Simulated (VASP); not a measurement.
Write the native input for VASP 6.6.1 that does the following.

```
Task                   : single point
Functional             : RPBE
Potentials or basis    : VASP PAW PBE potentials, release 64 (Y_sv)
Cutoff                 : 520 eV
k mesh                 : 12 × 12 × 12
Occupations            : fermi-dirac, width 0.1 eV
Spin                   : no spin polarisation
Dipole correction      : no
Further INCAR settings : ALGO = Normal; EDIFF = 1e-06; NBANDS = 12
```

The structure of Y lies in POSCAR:

```
Y
1.0
   -2.0768487241      2.0768487241      2.0768487241
    2.0768487241     -2.0768487241      2.0768487241
    2.0768487241      2.0768487241     -2.0768487241
Y
1
Direct
    0.0000000000      0.0000000000      0.0000000000
```

This cell differs from its parent crystal: volume scaled by 1.04.

The input as run:

INCAR

```
PREC = Accurate
ENCUT = 520
EDIFF = 1E-6
ISMEAR = -1
SIGMA = 0.1
LREAL = F
LASPH = T
NELM = 100
ALGO = Normal
ISIF = 2
LWAVE = F
LCHARG = F
GGA = RP
NBANDS = 12
```

KPOINTS

```
regular mesh
0
Gamma
  12 12 12
```

Potentials or basis: VASP PAW PBE potentials, release 64 (Y_sv).

Run with:

```bash
$ cat potpaw_PBE.64/Y_sv/POTCAR > POTCAR
$ mpirun -np 1 vasp_std > vasp.out
```

It gave:

| Property | Result |
| --- | --- |
| Pressure | -1.5 GPa |

Caveat: the PAW data sets were made with another functional, which shifts forces and pressure a little.

Wall time 25 s on 1 thread of Intel(R) Xeon(R) Platinum 8375C CPU @ 2.90GHz (Ice Lake) (shared host), peak memory 0.19 GiB.
